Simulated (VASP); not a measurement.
# Cu in VASP: a series of runs

Runs on Cu. Level: PBE. Tasks: single point.

Program: VASP 6.6.1. These are calculated values, not measurements. Logs are shortened: lines on timing, memory, paths and dates and some standing lists are left out, and cuts for length are marked.

**1. The cell of the first run**

The cell holds a sheet with vacuum, 2 atoms: a = 3.962 Å, b = 3.962 Å, c = 23.800 Å, α = 90.00°, β = 90.00°, γ = 120.00°.

The cell was built from a structure type or drawn by symmetry, and may not be a known phase.

**2. Single point, PBE**

File INCAR:

```
PREC = Accurate ; ENCUT = 520
EDIFF = 1E-6 ; ISMEAR = 0
SIGMA = 0.1 ; LREAL = False
LASPH = True ; NELM = 100
ALGO = Fast ; ISIF = 2
LWAVE = False ; LCHARG = False
LDIPOL = True ; IDIPOL = 3
DIPOL = 0.5 0.5 0.294 ; GGA = PE
NBANDS = 18
```

File KPOINTS:

```
Automatic mesh
0
Gamma
  18 18 1
```

File POSCAR:

```
Cu
1.0
    3.9624306439      0.0000000000      0.0000000000
   -1.9812153220      3.4315655984      0.0000000000
    0.0000000000      0.0000000000     23.8000000000
Cu
2
Direct
    0.6666666667      0.3333333333      0.2941176471
    0.3333333333      0.6666666667      0.2941176471
```

Potentials or basis: VASP PAW PBE potentials, release 64 (Cu).

Launch:

```
> cat potpaw_PBE.64/Cu/POTCAR > POTCAR
> mpirun -np 1 vasp_std > vasp.out
```

OUTCAR:

```text
PREC = Accurate
   ENCUT = 520
   EDIFF = 1E-6
   ISMEAR = 0
   LREAL = False
   LASPH = True
   NELM = 100
   ISIF = 2
   GGA = PE

 ion  position               nearest neighbor table
   1  0.667  0.333  0.294-   2 2.29   2 2.29   2 2.29
   2  0.333  0.667  0.294-   1 2.29   1 2.29   1 2.29

  LATTYP: Found a hexagonal cell.
 ALAT       =     3.9624306439
 C/A-ratio  =     6.0064142792

  Lattice vectors:

 A1 = (   3.9624306439,   0.0000000000,   0.0000000000)
 A2 = (  -1.9812153220,   3.4315655984,   0.0000000000)
 A3 = (   0.0000000000,   0.0000000000,  23.8000000000)

Analysis of symmetry for initial positions (statically):
=====================================================================
 Subroutine PRICEL returns:
 Original cell was already a primitive cell.

 Routine SETGRP: Setting up the symmetry group for a
 hexagonal supercell.

 Subroutine GETGRP returns: Found 24 space group operations
 (whereof 12 operations were pure point group operations)
 out of a pool of 24 trial point group operations.

The static configuration has the point symmetry C_6v.
 The point group associated with its full space group is D_6h.

Analysis of symmetry for dynamics (positions and initial velocities):
=====================================================================
 Subroutine PRICEL returns:
 Original cell was already a primitive cell.

 Routine SETGRP: Setting up the symmetry group for a
 hexagonal supercell.

 Subroutine GETGRP returns: Found 24 space group operations
 (whereof 12 operations were pure point group operations)
 out of a pool of 24 trial point group operations.

The dynamic configuration has the point symmetry C_6v.
 The point group associated with its full space group is D_6h.

 Subroutine INISYM returns: Found 24 space group operations
 (whereof 12 operations are pure point group operations),
 and found     1 'primitive' translations

----------------------------------------------------------------------------------------

                                     Primitive cell

  volume of cell :     323.6167

  direct lattice vectors                    reciprocal lattice vectors
     3.962430644  0.000000000  0.000000000     0.252370348  0.145706088  0.000000000
    -1.981215322  3.431565598  0.000000000     0.000000000  0.291412177  0.000000000
     0.000000000  0.000000000 23.800000000     0.000000000  0.000000000  0.042016807

  length of vectors
     3.962430644  3.962430644 23.800000000     0.291412177  0.291412177  0.042016807

  position of ions in fractional coordinates (direct lattice)
     0.666666667  0.333333333  0.294117647
     0.333333333  0.666666667  0.294117647

  ion indices of the primitive-cell ions
   primitive index   ion index
                 1           1
                 2           2

----------------------------------------------------------------------------------------

 KPOINTS: Automatic mesh

Automatic generation of k-mesh.
 Grid dimensions read from file:
 generate k-points for:   18   18    1

 Generating k-lattice:

  Cartesian coordinates                     Fractional coordinates (reciprocal lattice)
     0.014020575  0.008094783  0.000000000     0.055555556 -0.000000000  0.000000000
     0.000000000  0.016189565  0.000000000     0.000000000  0.055555556  0.000000000
     0.000000000  0.000000000  0.042016807     0.000000000  0.000000000  1.000000000

  Length of vectors
     0.016189565  0.016189565  0.042016807

  Shift w.r.t. Gamma in fractional coordinates (k-lattice)
     0.000000000  0.000000000  0.000000000

 Subroutine IBZKPT returns following result:
 ===========================================

 Found     37 irreducible k-points:

 Following reciprocal coordinates:
            Coordinates               Weight
  0.000000  0.000000  0.000000      1.000000
  0.055556  0.000000  0.000000      6.000000
  0.111111  0.000000  0.000000      6.000000
  0.166667  0.000000  0.000000      6.000000
  0.222222  0.000000  0.000000      6.000000
  0.277778  0.000000  0.000000      6.000000
[... 16 lines left out ...]
  0.333333  0.111111  0.000000     12.000000
  0.388889  0.111111  0.000000     12.000000
 [... further k-points ...]
   k-points           NKPTS =     37   k-points in BZ     NKDIM =     37   number of bands    NBANDS=     18
   number of dos      NEDOS =    301   number of ions     NIONS =      2
   total plane-waves  NPLWV = 162000
   dimension x,y,z NGX =    30 NGY =   30 NGZ =  180
   dimension x,y,z NGXF=    60 NGYF=   60 NGZF=  360
   ions per type =               2
   NGX,Y,Z   is equivalent  to a cutoff of  12.59, 12.59, 12.57 a.u.
   NGXF,Y,Z  is equivalent  to a cutoff of  25.17, 25.17, 25.15 a.u.
 SYSTEM =  unknown system
   PREC   = accura    normal or accurate (medium, high low for compatibility)
   ISTART =      0    job   : 0-new  1-cont  2-samecut
   ICHARG =      2    charge: 1-file 2-atom 10-const
   ISPIN  =      1    spin polarized calculation?
   LNONCOLLINEAR =      F non collinear calculations
   LSORBIT =      F    spin-orbit coupling
   LASPH  =      T    aspherical Exc in radial PAW
   ENCUT  =  520.0 eV  38.22 Ry    6.18 a.u.   7.37  7.37 44.25*2*pi/ulx,y,z
   NELM   =    100;   NELMIN=  2; NELMDL= -5     # of ELM steps
   EDIFF  = 0.1E-05   stopping-criterion for ELM
   LREAL  =      F    real-space projection
   EDIFFG = 0.1E-04   stopping-criterion for IOM
   NSW    =      0    number of steps for IOM
   IBRION =     -1    ionic relax: 0-MD 1-quasi-New 2-CG
   NFREE  =      0    steps in history (QN), initial steepest desc. (CG)
   ISIF   =      2    stress and relaxation
   ISYM   =      2    0-nonsym 1-usesym 2-fastsym
   POTIM  = 0.5000    time-step for ionic-motion
   TEBEG  =    0.0;   TEEND  =   0.0 temperature during run
   PSTRESS=    0.0 pullay stress
   NELECT =      22.0000    total number of electrons
   NUPDOWN=      -1.0000    fix difference up-down
   EMIN   =  10.00;   EMAX   =-10.00  energy-range for DOS
   EFERMI =   0.00;   METHOD = LEGACY
   ISMEAR =     0;   SIGMA  =   0.10  broadening in eV -4-tet -1-fermi 0-gaus
   EFERMI_NEDOS =   21; number of points for ismear=-14 and -15
   IALGO  =     68    algorithm
   IMIX   =      4    mixing-type and parameters
     AMIX     =   0.40;   BMIX     =  1.00
     AMIX_MAG =   1.60;   BMIX_MAG =  1.00
  volume/ion in A,a.u.               =     161.81      1091.94
  Fermi-wavevector in a.u.,A,eV,Ry     =   0.668147  1.262615  6.073920  0.446421
  Thomas-Fermi vector in A             =   1.742970
   LORBIT       =      0    0 simple, 1 ext, 2 COOP (PROOUT), +10 PAW based schemes
   GGA     = PE    functional components
   LHFCALC =     F    Hartree Fock is set to
   AEXX    =    0.0000 exact exchange contribution
   IVDW    =     0    specifies the selected vdW correction
   LEPSILON=     F    determine dielectric tensor
   LRPA    =     F    only Hartree local field effects (RPA)
 non-spin polarized calculation
 RMM-DIIS sequential band-by-band and
 Gauss-broadening in eV      SIGMA  =   0.10
  energy-cutoff  :      520.00
  volume of cell :      323.62
 maximum number of plane-waves:      8807
 NGX is ok and might be reduce to    30
   NGX = 15   NGY = 15   NGZ = 89

 dipolmoment           0.000000      0.000000     -0.000041 electrons x Angstroem

 number of electron      22.0000006 magnetization

 dipolmoment           0.000000      0.000000      0.000006 electrons x Angstroem

 Free energy of the ion-electron system (eV)
  ---------------------------------------------------
  ext. energy  EPLUGINS =         0.00000000
  ---------------------------------------------------
  free energy    TOTEN  =        -4.63408307 eV

  energy without entropy =       -4.63028294  energy(sigma->0) =       -4.63218300

 E-fermi :  -3.9964     XC(G=0):  -1.6972

 val. band max:       -3.9975471965   @ k =   0.3889   0.2222   0.0000
 cond. band min:      -3.9846426142   @ k =   0.4444   0.1111   0.0000
 fundamental gap:      0.0129045823
 Fermi energy:        -3.9964065922

 k-point     1 :       0.0000    0.0000    0.0000
  band No.  band energies     occupation
      1      -8.6160      2.00000
      2      -6.2990      2.00000
      3      -6.2990      2.00000
      4      -6.0915      2.00000
      5      -6.0915      2.00000
      6      -6.0469      2.00000
[... 10 lines left out ...]
     17       2.2695      0.00000
     18       3.6803      0.00000

 k-point     2 :       0.0556    0.0000    0.0000
  band No.  band energies     occupation
      1      -8.5778      2.00000
      2      -6.3491      2.00000
      3      -6.3485      2.00000
      4      -6.0974      2.00000
      5      -6.0909      2.00000
      6      -6.0113      2.00000
[... 10 lines left out ...]
     17       2.3082      0.00000
     18       3.2020      0.00000

 k-point     3 :       0.1111    0.0000    0.0000
  band No.  band energies     occupation
      1      -8.4645      2.00000
      2      -6.4524      2.00000
      3      -6.4369      2.00000
      4      -6.1141      2.00000
      5      -6.0895      2.00000
      6      -5.9523      2.00000
[... 10 lines left out ...]
     17       2.2812      0.00000
     18       2.4245      0.00000

 k-point     4 :       0.1667    0.0000    0.0000
  band No.  band energies     occupation
      1      -8.2803      2.00000
      2      -6.5686      2.00000
      3      -6.5231      2.00000
      4      -6.1388      2.00000
      5      -6.0888      2.00000
      6      -5.8961      2.00000
[... 10 lines left out ...]
     17       2.3214      0.00000
     18       2.5777      0.00000

 k-point     5 :       0.2222    0.0000    0.0000
  band No.  band energies     occupation
      1      -8.0339      2.00000
      2      -6.6829      2.00000
      3      -6.5984      2.00000
      4      -6.1676      2.00000
      5      -6.0905      2.00000
      6      -5.8313      2.00000
[... 10 lines left out ...]
     17       2.0131      0.00000
     18       2.5981      0.00000

 k-point     6 :       0.2778    0.0000    0.0000
  band No.  band energies     occupation
      1      -7.7416      2.00000
      2      -6.7868      2.00000
      3      -6.6608      2.00000
      4      -6.1969      2.00000
      5      -6.0956      2.00000
      6      -5.7467      2.00000
[... 10 lines left out ...]
     17       2.0615      0.00000
     18       2.9491      0.00000

 k-point     7 :       0.3333    0.0000    0.0000
  band No.  band energies     occupation
      1      -7.4342      2.00000
      2      -6.8732      2.00000
      3      -6.7095      2.00000
      4      -6.2232      2.00000
      5      -6.1039      2.00000
      6      -5.6377      2.00000
[... 10 lines left out ...]
     17       2.4922      0.00000
     18       3.3271      0.00000

 k-point     8 :       0.3889    0.0000    0.0000
  band No.  band energies     occupation
      1      -7.1640      2.00000
      2      -6.9330      2.00000
      3      -6.7444      2.00000
      4      -6.2439      2.00000
      5      -6.1132      2.00000
      6      -5.5310      2.00000
[... 10 lines left out ...]
     17       3.0015      0.00000
     18       3.0937      0.00000
[... 229 lines left out ...]
     17       1.8302      0.00000
     18       2.4403      0.00000

 k-point    20 :       0.1667    0.1111    0.0000
  band No.  band energies     occupation
      1      -7.9328      2.00000
      2      -6.7613      2.00000
      3      -6.5780      2.00000
      4      -6.1987      2.00000
      5      -6.0663      2.00000
      6      -5.8079      2.00000
[... 10 lines left out ...]
     17       1.8269      0.00000
     18       2.7168      0.00000

 k-point    21 :       0.2222    0.1111    0.0000
  band No.  band energies     occupation
      1      -7.6509      2.00000
      2      -6.8626      2.00000
      3      -6.6245      2.00000
      4      -6.2362      2.00000
      5      -6.0562      2.00000
      6      -5.7153      2.00000
[... 10 lines left out ...]
     17       2.1791      0.00000
     18       3.0679      0.00000

 k-point    22 :       0.2778    0.1111    0.0000
  band No.  band energies     occupation
      1      -7.3593      2.00000
      2      -6.9468      2.00000
      3      -6.6643      2.00000
      4      -6.2703      2.00000
      5      -6.0481      2.00000
      6      -5.6010      2.00000
[... 10 lines left out ...]
     17       2.6099      0.00000
     18       3.4462      0.00000

 k-point    23 :       0.3333    0.1111    0.0000
  band No.  band energies     occupation
      1      -7.1153      2.00000
      2      -6.9978      2.00000
      3      -6.6962      2.00000
      4      -6.2973      2.00000
      5      -6.0428      2.00000
      6      -5.5104      2.00000
[... 10 lines left out ...]
     17       3.1193      0.00000
     18       3.1880      0.00000

 k-point    24 :       0.3889    0.1111    0.0000
  band No.  band energies     occupation
      1      -7.0705      2.00000
      2      -6.9062      2.00000
      3      -6.7216      2.00000
      4      -6.3147      2.00000
      5      -6.0402      2.00000
      6      -5.5069      2.00000
[... 10 lines left out ...]
     17       3.7075      0.00000
     18       3.7310      0.00000

 [... further k-points ...]

------------------------ aborting loop because EDIFF is reached ----------------------------------------

 vacuum level on the upper side and lower side of the slab       (xc-potential included)        -0.006        -0.006

  FORCE on cell =-STRESS in cart. coord.  units (eV):
  Direction    XX          YY          ZZ          XY          YZ          ZX
  --------------------------------------------------------------------------------------
  -------------------------------------------------------------------------------------
  Total        0.0834814      0.0834814     -0.0323880     -0.0000000     -0.0000000      0.0000000
  in kB        0.4133040      0.4133040     -0.1603480     -0.0000000     -0.0000000      0.0000000
  external PRESSURE =       0.2220867 kB  Pullay stress =       0.0000000 kB

 VOLUME and BASIS-vectors are now :
 -----------------------------------------------------------------------------
  energy-cutoff  :      520.00
  volume of cell :      323.62
      direct lattice vectors                 reciprocal lattice vectors
     3.962430644  0.000000000  0.000000000     0.252370348  0.145706088  0.000000000
    -1.981215322  3.431565598  0.000000000     0.000000000  0.291412177  0.000000000
     0.000000000  0.000000000 23.800000000     0.000000000  0.000000000  0.042016807

 POSITION                                       TOTAL-FORCE (eV/Angst)
 -----------------------------------------------------------------------------------
      1.98122      1.14386      7.00000        -0.000000     -0.000000      0.000000
     -0.00000      2.28771      7.00000         0.000000      0.000000     -0.000000
 -----------------------------------------------------------------------------------
    total drift:                                0.000000      0.000000     -0.000047

  FREE ENERGIE OF THE ION-ELECTRON SYSTEM (eV)
  ---------------------------------------------------
  free  energy   TOTEN  =        -4.6340830707 eV

  energy  without entropy=       -4.6302829393  energy(sigma->0) =       -4.63218300

 vacuum level on the upper side and lower side of the slab         0.910         0.910
```

Run time: 3.2 min. Hardware: 1 thread of Intel Xeon 6975P-C (Granite Rapids), shared host; peak memory 0.49 GiB.

Results:

```yaml
Free_energy: -4.6341 eV
Band_gap_on_the_k_mesh: zero (bands 11 and 12 overlap by 0.22 eV)
```

**3. Single point, PBE**

This run uses another cell than the first one.

File INCAR:

```
SYSTEM = Cu
PREC = Accurate ; ENCUT = 520
EDIFF = 1E-7 ; ISMEAR = 0
SIGMA = 0.1 ; LREAL = .False.
LASPH = .True. ; NELM = 100
ALGO = Fast ; ISIF = 2
LWAVE = .False. ; LCHARG = .False.
LDIPOL = .True. ; IDIPOL = 3
DIPOL = 0.5 0.5 0.294 ; GGA = PE
NBANDS = 18
```

File KPOINTS:

```
regular mesh
0
Gamma
  18 18 1
  0 0 0
```

File POSCAR:

```
Cu
1.0
    3.9527481269      0.0000000000      0.0000000000
   -1.9763740635      3.4231802927      0.0000000000
    0.0000000000      0.0000000000     23.8000000000
Cu
2
Direct
    0.6666666667      0.3333333333      0.2941176471
    0.3333333333      0.6666666667      0.2941176471
```

Potentials or basis: VASP PAW PBE potentials, release 64 (Cu).

Launch:

```
> cat potpaw_PBE.64/Cu/POTCAR > POTCAR
> mpirun -np 1 vasp_std > vasp.out
```

Wall time 4.1 min (1 thread of Intel Xeon 6975P-C (Granite Rapids), shared host); peak memory 0.49 GiB.

Results (log left out):

| Quantity | Value |
| --- | --- |
| Free energy | -4.6332 eV |
| Band gap on the k mesh | zero (bands 11 and 12 overlap by 0.21 eV) |

Levels at points of the mesh, in eV from the Fermi level:
| k point | band 9 | band 10 | band 11 | band 12 | band 13 | band 14 |
| --- | --- | --- | --- | --- | --- | --- |
| (0.00, 0.00, 0.00) | -1.14 | -1.14 | -1.07 | 1.38 | 4.60 | 5.06 |
| (0.50, 0.00, 0.00) | -1.02 | -0.99 | -0.48 | 0.03 | 4.39 | 4.62 |

**4. Single point, PBE**

This run uses another cell than the first one.

File INCAR:

```
SYSTEM = Cu
  PREC = Accurate
  ENCUT = 520
  EDIFF = 1E-6
  ISMEAR = 0
  SIGMA = 0.1
  LREAL = .FALSE.
  LASPH = .TRUE.
  NELM = 100
  ALGO = Fast
  ISIF = 2
  LWAVE = .FALSE.
  LCHARG = .FALSE.
  LDIPOL = .TRUE.
  IDIPOL = 3
  DIPOL = 0.5 0.5 0.294
  GGA = PE
  NBANDS = 18
```

File KPOINTS:

```
Automatic mesh
0
G
  6 6 1
  0 0 0
```

POSCAR is that of step 3.

Launch:

```
> cat potpaw_PBE.64/Cu/POTCAR > POTCAR
> mpirun -np 1 vasp_std > vasp.out
```

It took 43 s on 1 thread of Intel Xeon 6975P-C (Granite Rapids), shared host; peak memory 0.39 GiB.

The run converged. Its results:

```yaml
Free_energy: -4.6481 eV
Band_gap_on_the_k_mesh: zero (bands 11 and 12 overlap by 0.19 eV)
```

Levels at points of the mesh, in eV from the Fermi level:
| k point | band 7 | band 8 | band 9 | band 10 | band 11 | band 12 | band 13 | band 14 | band 15 | band 16 |
| --- | --- | --- | --- | --- | --- | --- | --- | --- | --- | --- |
| (0.00, 0.00, 0.00) | -2.12 | -1.99 | -1.20 | -1.20 | -1.13 | 1.29 | 4.52 | 4.98 | 5.01 | 5.89 |
| (0.50, 0.00, 0.00) | -1.52 | -1.46 | -1.07 | -1.05 | -0.56 | -0.03 | 4.31 | 4.54 | 5.71 | 7.65 |

**5. Single point, PBE**

This run uses another cell than the first one.

File INCAR:

```
SYSTEM = Cu
ALGO = Normal
DIPOL = 0.5 0.5 0.500
EDIFF = 1E-7
ENCUT = 520
GGA = PE
IDIPOL = 3
ISIF = 2
ISMEAR = 0
LASPH = .TRUE.
LCHARG = .FALSE.
LDIPOL = .TRUE.
LREAL = .FALSE.
LWAVE = .FALSE.
NBANDS = 18
NELM = 100
PREC = Accurate
SIGMA = 0.1
```

File KPOINTS:

```
k-points
0
G
  6 6 1
  0 0 0
```

File POSCAR:

```
Cu
1.0
    3.6105060000      0.0000000000      0.0000000000
   -1.8052530000      3.1267900000      0.0000000000
    0.0000000000      0.0000000000     14.0000000000
Cu
2
Direct
    0.6666666700      0.3333333300      0.5000000000
    0.3333333300      0.6666666700      0.5000000000
```

Launch:

```
> cat potpaw_PBE.64/Cu/POTCAR > POTCAR
> mpirun -np 1 vasp_std > vasp.out
```

Run time: 17 s. Hardware: 1 thread of Intel Xeon 6975P-C (Granite Rapids), shared host; peak memory 0.25 GiB.

It converged, with:

* Free energy: -4.1058 eV
* Band gap on the k mesh: zero (bands 11 and 12 overlap by 0.11 eV)

Levels at points of the mesh, in eV from the Fermi level:
```tsv
k point	band 7	band 8	band 9	band 10	band 11	band 12	band 13	band 14	band 15	band 16
(0.00, 0.00, 0.00)	-3.02	-2.94	-1.69	-1.69	-1.58	0.42	4.04	5.09	5.57	8.49
(0.50, 0.00, 0.00)	-2.16	-2.12	-1.44	-1.43	-1.13	-0.01	4.24	5.01	5.76	7.80
```

**6. Overview**

| cell | k mesh | gap on the mesh (eV) |
| --- | --- | --- |
| a = 3.962, b = 3.962, c = 23.800 Å, angles 90.0, 90.0, 120.0°, 2 atoms | 18 × 18 × 1 | none |
| a = 3.953, b = 3.953, c = 23.800 Å, angles 90.0, 90.0, 120.0°, 2 atoms | 18 × 18 × 1 | none |
| a = 3.953, b = 3.953, c = 23.800 Å, angles 90.0, 90.0, 120.0°, 2 atoms | 6 × 6 × 1 | none |
| a = 3.611, b = 3.611, c = 14.000 Å, angles 90.0, 90.0, 120.0°, 2 atoms | 6 × 6 × 1 | none |

Alike in all rows: task single point; level PBE; potentials or basis VASP PAW PBE potentials, release 64 (Cu); no spin polarisation; cutoff (eV) 520; smearing gaussian 0.1 eV.

Total energies depend on the potentials used, so only differences within one code and one set of settings carry meaning.
